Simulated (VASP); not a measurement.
Wanted: the native input for a VASP 6.6.1 run.

```yaml
Task: single point
Functional: PBE
Potentials_or_basis: VASP PAW PBE potentials, release 64 (Cd, Se, S)
Cutoff: 520 eV
k_mesh: 6 × 6 × 4
Occupations: gaussian, width 0.02 eV
Spin: no spin polarisation
Dipole_correction: no
Further_INCAR_settings: ALGO = Normal; EDIFF = 1e-06; NBANDS = 36
```

The structure of Cd3SeS2 lies in POSCAR:

```
Cd3SeS2
1.0
    4.2522953264      0.0000000289      0.0000000000
   -2.1261476882      3.6825957627      0.0000000000
    0.0000000000      0.0000000000     10.4284919000
Cd Se S
3 1 2
Direct
    0.0000000000      0.0000000000      0.9909710000
    0.3333333333      0.6666666667      0.6665880000
    0.6666666667      0.3333333333      0.3429170000
    0.0000000000      0.0000000000      0.2478580000
    0.3333333333      0.6666666667      0.9130000000
    0.6666666667      0.3333333333      0.5886650000
```

The input as run:

INCAR

```
PREC = Accurate ; ENCUT = 520
EDIFF = 1E-6 ; ISMEAR = 0
SIGMA = 0.02 ; LREAL = F
LASPH = T ; NELM = 60
ALGO = Normal ; ISIF = 2
LWAVE = F ; LCHARG = F
GGA = PE ; NBANDS = 36
```

KPOINTS

```
Automatic mesh
0
Gamma
  6 6 4
```

Potentials or basis: VASP PAW PBE potentials, release 64 (Cd, Se, S).

The run is started by

```console
$ cat potpaw_PBE.64/Cd/POTCAR potpaw_PBE.64/Se/POTCAR potpaw_PBE.64/S/POTCAR > POTCAR
$ mpirun -np 1 vasp_std > vasp.out
```

It gave:

The pressure is 0.3 GPa. The largest force is 0.007 eV/Å. The band gap on the k mesh is 0.66 eV, direct.

Wall time 68 s on 1 thread of Intel(R) Xeon(R) 6975P-C (Granite Rapids) (shared host), peak memory 0.34 GiB.
